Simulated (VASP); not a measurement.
# Ge4N (Pm-3m) in VASP: further runs

The runs below take Ge4N through single point, relaxation of cell and atoms, with PBE.

Program: VASP 6.6.1. These are calculated values, not measurements. Logs are shortened: lines on timing, memory, paths and dates and some standing lists are left out, and cuts for length are marked.

### Step 1. The cell of the first run

The structure is cubic, space group Pm-3m (No. 221). The conventional cell has a = 4.427 Å, b = 4.427 Å, c = 4.427 Å, α = 90.00°, β = 90.00°, γ = 90.00°. Within 2.9 Å of Ge (site symmetry 4/mmm) lie 2 N at 2.21 Å. Ge (site symmetry m-3m) has 12 Ge at 3.13 Å and 8 N at 3.83 Å within 4.1 Å. N (site symmetry m-3m) has 6 Ge at 2.21 Å within 2.9 Å.

### Step 2. Single point, PBE

The input, INCAR:

```
PREC = Accurate
ENCUT = 520
EDIFF = 1E-6
ISMEAR = 0
SIGMA = 0.1
LREAL = False
LASPH = True
NELM = 100
ALGO = Normal
ISIF = 2
LWAVE = False
LCHARG = False
GGA = PE
NBANDS = 38
```

The input, KPOINTS:

```
regular mesh
0
Gamma
  8 8 8
```

The input, POSCAR:

```
Ge4N
1.0
    4.4273402186      0.0000000000      0.0000000000
    0.0000000000      4.4273402186      0.0000000000
    0.0000000000      0.0000000000      4.4273402186
Ge N
4 1
Direct
    0.0000000000      0.5000000000      0.5000000000
    0.5000000000      0.0000000000      0.5000000000
    0.5000000000      0.5000000000      0.0000000000
    0.0000000000      0.0000000000      0.0000000000
    0.5000000000      0.5000000000      0.5000000000
```

Potentials or basis: VASP PAW PBE potentials, release 64 (Ge_d, N).

Launch:

```bash
$ cat potpaw_PBE.64/Ge_d/POTCAR potpaw_PBE.64/N/POTCAR > POTCAR
$ mpirun -np 1 vasp_std > vasp.out
```

OUTCAR:

```text
PREC = Accurate
   ENCUT = 520
   EDIFF = 1E-6
   ISMEAR = 0
   LREAL = False
   LASPH = True
   NELM = 100
   ISIF = 2
   GGA = PE

 ion  position               nearest neighbor table
   1  0.000  0.500  0.500-   5 2.21   5 2.21
   2  0.500  0.000  0.500-   5 2.21   5 2.21
   3  0.500  0.500  0.000-   5 2.21   5 2.21
   4  0.000  0.000  0.000-
   5  0.500  0.500  0.500-   1 2.21   2 2.21   3 2.21   3 2.21   2 2.21   1 2.21

  LATTYP: Found a simple cubic cell.
 ALAT       =     4.4273402186

  Lattice vectors:

 A1 = (   4.4273402186,   0.0000000000,   0.0000000000)
 A2 = (   0.0000000000,   4.4273402186,   0.0000000000)
 A3 = (   0.0000000000,   0.0000000000,   4.4273402186)

Analysis of symmetry for initial positions (statically):
=====================================================================
 Subroutine PRICEL returns:
 Original cell was already a primitive cell.

 Routine SETGRP: Setting up the symmetry group for a
 simple cubic supercell.

 Subroutine GETGRP returns: Found 48 space group operations
 (whereof 48 operations were pure point group operations)
 out of a pool of 48 trial point group operations.

The static configuration has the point symmetry O_h .

Analysis of symmetry for dynamics (positions and initial velocities):
=====================================================================
 Subroutine PRICEL returns:
 Original cell was already a primitive cell.

 Routine SETGRP: Setting up the symmetry group for a
 simple cubic supercell.

 Subroutine GETGRP returns: Found 48 space group operations
 (whereof 48 operations were pure point group operations)
 out of a pool of 48 trial point group operations.

The dynamic configuration has the point symmetry O_h .

 Subroutine INISYM returns: Found 48 space group operations
 (whereof 48 operations are pure point group operations),
 and found     1 'primitive' translations

----------------------------------------------------------------------------------------

                                     Primitive cell

  volume of cell :      86.7818

  direct lattice vectors                    reciprocal lattice vectors
     4.427340219  0.000000000  0.000000000     0.225869247  0.000000000  0.000000000
     0.000000000  4.427340219  0.000000000     0.000000000  0.225869247  0.000000000
     0.000000000  0.000000000  4.427340219     0.000000000  0.000000000  0.225869247

  length of vectors
     4.427340219  4.427340219  4.427340219     0.225869247  0.225869247  0.225869247

  position of ions in fractional coordinates (direct lattice)
     0.000000000  0.500000000  0.500000000
     0.500000000  0.000000000  0.500000000
     0.500000000  0.500000000  0.000000000
     0.000000000  0.000000000  0.000000000
     0.500000000  0.500000000  0.500000000

  ion indices of the primitive-cell ions
   primitive index   ion index
                 1           1
                 2           2
                 3           3
                 4           4
                 5           5

----------------------------------------------------------------------------------------

 KPOINTS: regular mesh

Automatic generation of k-mesh.
 Grid dimensions read from file:
 generate k-points for:    8    8    8

 Generating k-lattice:

  Cartesian coordinates                     Fractional coordinates (reciprocal lattice)
     0.028233656  0.000000000  0.000000000     0.125000000  0.000000000  0.000000000
     0.000000000  0.028233656  0.000000000     0.000000000  0.125000000  0.000000000
     0.000000000  0.000000000  0.028233656     0.000000000  0.000000000  0.125000000

  Length of vectors
     0.028233656  0.028233656  0.028233656

  Shift w.r.t. Gamma in fractional coordinates (k-lattice)
     0.000000000  0.000000000  0.000000000

 Subroutine IBZKPT returns following result:
 ===========================================

 Found     35 irreducible k-points:

 Following reciprocal coordinates:
            Coordinates               Weight
  0.000000  0.000000  0.000000      1.000000
  0.125000  0.000000  0.000000      6.000000
  0.250000  0.000000  0.000000      6.000000
  0.375000  0.000000  0.000000      6.000000
  0.500000  0.000000  0.000000      3.000000
  0.125000  0.125000  0.000000     12.000000
[... 16 lines left out ...]
  0.375000  0.375000  0.125000     24.000000
  0.500000  0.375000  0.125000     24.000000
 [... further k-points ...]
   k-points           NKPTS =     35   k-points in BZ     NKDIM =     35   number of bands    NBANDS=     38
   number of dos      NEDOS =    301   number of ions     NIONS =      5
   total plane-waves  NPLWV =  46656
   dimension x,y,z NGX =    36 NGY =   36 NGZ =   36
   dimension x,y,z NGXF=    72 NGYF=   72 NGZF=   72
   ions per type =               4   1
   NGX,Y,Z   is equivalent  to a cutoff of  13.52, 13.52, 13.52 a.u.
   NGXF,Y,Z  is equivalent  to a cutoff of  27.04, 27.04, 27.04 a.u.
 SYSTEM =  unknown system
   PREC   = accura    normal or accurate (medium, high low for compatibility)
   ISTART =      0    job   : 0-new  1-cont  2-samecut
   ICHARG =      2    charge: 1-file 2-atom 10-const
   ISPIN  =      1    spin polarized calculation?
   LNONCOLLINEAR =      F non collinear calculations
   LSORBIT =      F    spin-orbit coupling
   LASPH  =      T    aspherical Exc in radial PAW
   ENCUT  =  520.0 eV  38.22 Ry    6.18 a.u.   8.23  8.23  8.23*2*pi/ulx,y,z
   NELM   =    100;   NELMIN=  2; NELMDL= -5     # of ELM steps
   EDIFF  = 0.1E-05   stopping-criterion for ELM
   LREAL  =      F    real-space projection
   EDIFFG = 0.1E-04   stopping-criterion for IOM
   NSW    =      0    number of steps for IOM
   IBRION =     -1    ionic relax: 0-MD 1-quasi-New 2-CG
   NFREE  =      0    steps in history (QN), initial steepest desc. (CG)
   ISIF   =      2    stress and relaxation
   ISYM   =      2    0-nonsym 1-usesym 2-fastsym
   POTIM  = 0.5000    time-step for ionic-motion
   TEBEG  =    0.0;   TEEND  =   0.0 temperature during run
   PSTRESS=    0.0 pullay stress
   NELECT =      61.0000    total number of electrons
   NUPDOWN=      -1.0000    fix difference up-down
   EMIN   =  10.00;   EMAX   =-10.00  energy-range for DOS
   EFERMI =   0.00;   METHOD = LEGACY
   ISMEAR =     0;   SIGMA  =   0.10  broadening in eV -4-tet -1-fermi 0-gaus
   EFERMI_NEDOS =   21; number of points for ismear=-14 and -15
   IALGO  =     38    algorithm
   IMIX   =      4    mixing-type and parameters
     AMIX     =   0.40;   BMIX     =  1.00
     AMIX_MAG =   1.60;   BMIX_MAG =  1.00
  volume/ion in A,a.u.               =      17.36       117.13
  Fermi-wavevector in a.u.,A,eV,Ry     =   1.455599  2.750684 28.827612  2.118770
  Thomas-Fermi vector in A             =   2.572615
   LORBIT       =      0    0 simple, 1 ext, 2 COOP (PROOUT), +10 PAW based schemes
   GGA     = PE    functional components
   LHFCALC =     F    Hartree Fock is set to
   AEXX    =    0.0000 exact exchange contribution
   IVDW    =     0    specifies the selected vdW correction
   LEPSILON=     F    determine dielectric tensor
   LRPA    =     F    only Hartree local field effects (RPA)
 non-spin polarized calculation
 Gauss-broadening in eV      SIGMA  =   0.10
  energy-cutoff  :      520.00
  volume of cell :       86.78
 maximum number of plane-waves:      2360
 NGX is ok and might be reduce to    36
   NGX = 17   NGY = 17   NGZ = 17

 number of electron      61.0000030 magnetization

 Free energy of the ion-electron system (eV)
  ---------------------------------------------------
  ext. energy  EPLUGINS =         0.00000000
  ---------------------------------------------------
  free energy    TOTEN  =       -23.10796167 eV

  energy without entropy =      -23.09564903  energy(sigma->0) =      -23.10180535

 E-fermi :   6.1585     XC(G=0): -11.0928

 val. band max:        6.1211841759   @ k =   0.5000   0.5000   0.0000
 cond. band min:       6.1727634813   @ k =   0.1250   0.1250   0.1250
 fundamental gap:      0.0515793054
 Fermi energy:         6.1585180134

 k-point     1 :       0.0000    0.0000    0.0000
  band No.  band energies     occupation
      1     -18.6747      2.00000
      2     -18.6235      2.00000
      3     -18.6235      2.00000
      4     -18.6235      2.00000
      5     -18.6030      2.00000
      6     -18.6030      2.00000
[... 30 lines left out ...]
     37      12.1635      0.00000
     38      12.1638      0.00000

 k-point     2 :       0.1250    0.0000    0.0000
  band No.  band energies     occupation
      1     -18.6699      2.00000
      2     -18.6225      2.00000
      3     -18.6200      2.00000
      4     -18.6200      2.00000
      5     -18.6023      2.00000
      6     -18.6010      2.00000
[... 30 lines left out ...]
     37      11.7043      0.00000
     38      12.4568      0.00000

 k-point     3 :       0.2500    0.0000    0.0000
  band No.  band energies     occupation
      1     -18.6570      2.00000
      2     -18.6200      2.00000
      3     -18.6102      2.00000
      4     -18.6102      2.00000
      5     -18.6007      2.00000
      6     -18.5956      2.00000
[... 30 lines left out ...]
     37      11.0893      0.00000
     38      12.7844      0.00000

 k-point     4 :       0.3750    0.0000    0.0000
  band No.  band energies     occupation
      1     -18.6410      2.00000
      2     -18.6170      2.00000
      3     -18.5990      2.00000
      4     -18.5964      2.00000
      5     -18.5964      2.00000
      6     -18.5905      2.00000
[... 30 lines left out ...]
     37      10.5096      0.00000
     38      11.2108      0.00000
[... 703 lines left out ...]
      4     -18.5948      2.00000
      5     -18.5942      2.00000
      6     -18.5871      2.00000
[... 30 lines left out ...]
     37      10.9380      0.00000
     38      11.7406      0.00000

 k-point    23 :       0.3750    0.3750    0.1250
  band No.  band energies     occupation
      1     -18.6164      2.00000
      2     -18.6009      2.00000
      3     -18.5986      2.00000
      4     -18.5964      2.00000
      5     -18.5921      2.00000
      6     -18.5884      2.00000
[... 30 lines left out ...]
     37      10.9275      0.00000
     38      11.7668      0.00000

 k-point    24 :       0.5000    0.3750    0.1250
  band No.  band energies     occupation
      1     -18.6092      2.00000
      2     -18.6024      2.00000
      3     -18.5993      2.00000
      4     -18.5962      2.00000
      5     -18.5872      2.00000
      6     -18.5865      2.00000
[... 30 lines left out ...]
     37      11.4497      0.00000
     38      11.9345      0.00000

 [... further k-points ...]

------------------------ aborting loop because EDIFF is reached ----------------------------------------

  FORCE on cell =-STRESS in cart. coord.  units (eV):
  Direction    XX          YY          ZZ          XY          YZ          ZX
  --------------------------------------------------------------------------------------
  -------------------------------------------------------------------------------------
  Total        0.0206521      0.0206521      0.0206521      0.0000000      0.0000000     -0.0000000
  in kB        0.3812817      0.3812817      0.3812817      0.0000000      0.0000000     -0.0000000
  external PRESSURE =       0.3812817 kB  Pullay stress =       0.0000000 kB

 VOLUME and BASIS-vectors are now :
 -----------------------------------------------------------------------------
  energy-cutoff  :      520.00
  volume of cell :       86.78
      direct lattice vectors                 reciprocal lattice vectors
     4.427340219  0.000000000  0.000000000     0.225869247  0.000000000  0.000000000
     0.000000000  4.427340219  0.000000000     0.000000000  0.225869247  0.000000000
     0.000000000  0.000000000  4.427340219     0.000000000  0.000000000  0.225869247

 POSITION                                       TOTAL-FORCE (eV/Angst)
 -----------------------------------------------------------------------------------
      0.00000      2.21367      2.21367         0.000000      0.000000      0.000000
      2.21367      0.00000      2.21367         0.000000      0.000000      0.000000
      2.21367      2.21367      0.00000         0.000000      0.000000      0.000000
      0.00000      0.00000      0.00000         0.000000      0.000000      0.000000
      2.21367      2.21367      2.21367         0.000000      0.000000      0.000000
 -----------------------------------------------------------------------------------
    total drift:                                0.000000      0.000000      0.000000

  FREE ENERGIE OF THE ION-ELECTRON SYSTEM (eV)
  ---------------------------------------------------
  free  energy   TOTEN  =       -23.1079616749 eV

  energy  without entropy=      -23.0956490312  energy(sigma->0) =      -23.10180535
```

It took 3 min on 1 thread of AMD EPYC 7R43 (Zen 3), shared host; peak memory 0.2 GiB.

Results:

* Free energy: -23.1080 eV
* Pressure: 0.0 GPa

### Step 3. Relaxation of cell and atoms, PBE

This run uses another cell than the first one, of 17.15 Å³/atom, 0.988 times its volume.

The input, INCAR:

```
  PREC = Accurate
  ENCUT = 600
  EDIFF = 1E-6
  ISMEAR = 0
  SIGMA = 0.1
  LREAL = F
  LASPH = T
  NELM = 100
  ALGO = Normal
  ISIF = 3
  LWAVE = F
  LCHARG = F
  GGA = PE
  IBRION = 2
  NSW = 100
  EDIFFG = -0.01
```

The input, KPOINTS:

```
Automatic mesh
0
Gamma
  8 8 8
```

POSCAR, as its differences from that of step 2:

```diff
@@ -2,5 +2,5 @@
 1.0
-    4.4273402186      0.0000000000      0.0000000000
-    0.0000000000      4.4273402186      0.0000000000
-    0.0000000000      0.0000000000      4.4273402186
+    4.4098491644      0.0000000000      0.0000000000
+    0.0000000000      4.4098491644      0.0000000000
+    0.0000000000      0.0000000000      4.4098491644
 Ge N
```

Potentials or basis: VASP PAW PBE potentials, release 64 (Ge_d, N).

Launch:

```bash
$ cat potpaw_PBE.64/Ge_d/POTCAR potpaw_PBE.64/N/POTCAR > POTCAR
$ mpirun -np 1 vasp_std > vasp.out
```

Run time: 8.6 min. Hardware: 1 thread of AMD EPYC 7R43 (Zen 3), shared host; peak memory 0.22 GiB.

It converged, with:

```yaml
Free_energy: -23.1096 eV
Relaxed_volume: 17.39 Å³/atom
Relaxed_cell: a = 4.430 Å, b = 4.430 Å, c = 4.430 Å, α = 90.00°, β = 90.00°, γ = 90.00°
Space_group_after_relaxing_to_0.05_Å: Pm-3m (No. 221)
Energy_gained_by_relaxing: 0.7 meV/atom
Ionic_steps: 4
Pressure_after_relaxing: -0.1 GPa
```

Step by step:
```csv
step,energy change (eV),largest force (eV/Å),pressure (GPa),volume (Å³)
1,0.0000,0.0000,0.99,85.76
2,-0.0032,0.0000,-0.14,87.08
3,-0.0033,0.0000,0.12,86.88
4,-0.0033,0.0000,-0.09,86.97
```

Final structure:
```xyz
5
Lattice="4.4305 0.0000 0.0000 0.0000 4.4305 0.0000 0.0000 0.0000 4.4305" Properties=species:S:1:pos:R:3 pbc="T T T"
Ge    0.0000    2.2152    2.2152
Ge    2.2152    0.0000    2.2152
Ge    2.2152    2.2152    0.0000
Ge    0.0000    0.0000    0.0000
N     2.2152    2.2152    2.2152
```

Levels at points of the mesh, in eV from the Fermi level:
| k point | band 27 | band 28 | band 29 | band 30 | band 31 | band 32 | band 33 | band 34 |
| --- | --- | --- | --- | --- | --- | --- | --- | --- |
| (0.00, 0.00, 0.00) | -6.02 | -3.80 | -1.00 | -1.00 | -1.00 | 2.25 | 2.25 | 2.25 |
| (0.50, 0.00, 0.00) | -5.57 | -1.81 | -1.81 | -0.15 | 0.24 | 1.47 | 1.47 | 2.32 |
| (0.50, 0.50, 0.00) | -1.80 | -1.80 | -0.95 | -0.03 | -0.03 | 0.20 | 0.67 | 0.67 |
| (0.50, 0.50, 0.50) | -4.85 | -4.85 | 0.20 | 0.20 | 0.20 | 2.08 | 5.04 | 5.04 |
